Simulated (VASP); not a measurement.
A run of VASP 6.6.1:

Contents of INCAR:

```
PREC = Accurate
ENCUT = 600
EDIFF = 1E-7
ISMEAR = 0
SIGMA = 0.05
LREAL = F
LASPH = T
NELM = 60
ALGO = Normal
ISIF = 4
LWAVE = F
LCHARG = F
GGA = PE
IBRION = 2
NSW = 60
EDIFFG = -0.01
```

The input KPOINTS:

```
Automatic mesh
0
Gamma
  14 14 14
```

File POSCAR:

```
CoPdO2
1.0
    1.4092498487      0.8136307795      5.8880196159
   -1.4092498487      0.8136307795      5.8880196159
    0.0000000000     -1.6272615590      5.8880196159
Co Pd O
1 1 2
Direct
    0.5000000000      0.5000000000      0.5000000000
    0.0000000000      0.0000000000      0.0000000000
    0.8874328081      0.8874328081      0.8874328081
    0.1125671919      0.1125671919      0.1125671919
```

Potentials or basis: VASP PAW PBE potentials, release 64 (Co, Pd, O).

The run is started by

```bash
$ cat potpaw_PBE.64/Co/POTCAR potpaw_PBE.64/Pd/POTCAR potpaw_PBE.64/O/POTCAR > POTCAR
$ mpirun -np 1 vasp_std > vasp.out
```

Hardware: 1 thread of Intel Xeon 8259CL, on a shared host.

Task: How long does it take, and how much memory?

Result: Wall time 46 min on 1 thread of Intel Xeon 8259CL, with other jobs on the host, peak memory 0.58 GiB. Counts: scf iterations 46, k points 288, ion steps 5.
